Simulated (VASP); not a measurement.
Wanted: the native input for a VASP 6.6.1 run.

* Task: single point
* Functional: PBE
* Potentials or basis: VASP PAW PBE potentials, release 64 (K_sv, As)
* Cutoff: 520 eV
* k mesh: 6 × 6 × 6
* Occupations: gaussian, width 0.1 eV
* Spin: no spin polarisation
* Dipole correction: no
* Further INCAR settings: ALGO = Normal; EDIFF = 1e-06; NBANDS = 28

The structure of KAs2 lies in POSCAR:

```
KAs2
1.0
   -2.2497409614      2.2497409614      7.8222937064
    2.2497409614     -2.2497409614      7.8222937064
    2.2497409614      2.2497409614     -7.8222937064
K As
2 4
Direct
    0.0000000000      0.0000000000      0.0000000000
    0.7500000000      0.2500000000      0.5000000000
    0.4165000000      0.4165000000      0.0000000000
    0.1665000000      0.6665000000      0.5000000000
    0.3335000000      0.8335000000      0.5000000000
    0.5835000000      0.5835000000      0.0000000000
```

The input as run:

INCAR

```
ALGO = Normal ; EDIFF = 1E-6
ENCUT = 520 ; GGA = PE
ISIF = 2 ; ISMEAR = 0
LASPH = T ; LCHARG = T
LELF = T ; LREAL = F
LVHAR = T ; LWAVE = F
NBANDS = 28 ; NELM = 60
PREC = Accurate ; SIGMA = 0.1
```

KPOINTS

```
k-points
0
Gamma
  6 6 6
```

Potentials or basis: VASP PAW PBE potentials, release 64 (K_sv, As).

The run is started by

```bash
$ cat potpaw_PBE.64/K_sv/POTCAR potpaw_PBE.64/As/POTCAR > POTCAR
$ mpirun -np 1 vasp_std > vasp.out
```

It gave:

```json
{"Pressure": "2.3 GPa", "Largest force": "0.442 eV/Å", "Band gap on the k mesh": "zero (band 19 reaches 3.54 eV, above the bottom of band 20 at 2.06 eV)"}
```

Wall time 7.4 min on 1 thread of Intel(R) Xeon(R) Platinum 8259CL CPU @ 2.50GHz (Skylake/Cascade Lake), with other jobs on the host, peak memory 0.6 GiB.
